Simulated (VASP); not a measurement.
Set up this calculation in VASP 6.6.1, as the native input.

```
Task                   : relaxation of cell and atoms
Functional             : PBE
Potentials or basis    : VASP PAW PBE potentials, release 64 (Co_sv, O)
Cutoff                 : 700 eV
k mesh                 : 16 × 16 × 16
Occupations            : gaussian, width 0.1 eV
Spin                   : collinear spin, ferromagnetic start
Starting moments       : [2.75, 0.25] μB
Hubbard terms          : Co d U = 3.32 eV
Dipole correction      : no
Further INCAR settings : ALGO = Normal; EDIFF = 1e-07; IBRION = 2; EDIFFG = -0.005; NSW = 100; ISIF = 3
```

The structure of CoO lies in POSCAR:

```
CoO
1.0
    0.0000000000      2.1315000000      2.1315000000
    2.1315000000      0.0000000000      2.1315000000
    2.1315000000      2.1315000000      0.0000000000
Co O
1 1
Direct
    0.0000000000      0.0000000000      0.0000000000
    0.5000000000      0.5000000000      0.5000000000
```

The input as run:

INCAR

```
SYSTEM = CoO
PREC = Accurate ; ENCUT = 700
EDIFF = 1E-7 ; ISMEAR = 0
SIGMA = 0.1 ; LREAL = .FALSE.
LASPH = .TRUE. ; NELM = 200
ALGO = Normal ; ISIF = 3
LWAVE = .FALSE. ; LCHARG = .FALSE.
ISPIN = 2 ; MAGMOM = 2.75 0.25
LORBIT = 11 ; LMAXMIX = 4
LDAU = .TRUE. ; LDAUTYPE = 2
LDAUL = 2 -1 ; LDAUU = 3.32 0
LDAUJ = 0 0 ; LDAUPRINT = 1
GGA = PE ; IBRION = 2
NSW = 100 ; EDIFFG = -0.005
GGA_COMPAT = .FALSE. ; NELMIN = 4
```

KPOINTS

```
regular mesh
0
G
  16 16 16
  0 0 0
```

Potentials or basis: VASP PAW PBE potentials, release 64 (Co_sv, O).

Launch:

```console
$ cat potpaw_PBE.64/Co_sv/POTCAR potpaw_PBE.64/O/POTCAR > POTCAR
$ mpirun -np 1 vasp_std > vasp.out
```

It gave:

The relaxed volume is 9.64 Å³/atom. The relaxed cell is a = 3.010 Å, b = 3.010 Å, c = 3.010 Å, α = 60.00°, β = 60.00°, γ = 60.00°. The space group after relaxing (to 0.1 Å) is Fm-3m (No. 225), the energy gained by relaxing is 0.1 meV/atom and the ionic steps are 3. The pressure after relaxing is 0.0 GPa. The band gap on the k mesh is zero (filled and empty bands overlap) and the net moment is 3.00 μB per cell. The site moments are Co +2.69; O +0.25 μB and the valence electrons inside the program's atomic spheres are Co 14.88; O 5.01.

Caveat: a cell with one magnetic atom can't hold antiferromagnetic order, which such compounds often take.

It took 5.5 min on 1 thread of AMD EPYC 7R13 Processor (Zen 3), with other jobs on the host, peak memory 0.23 GiB.
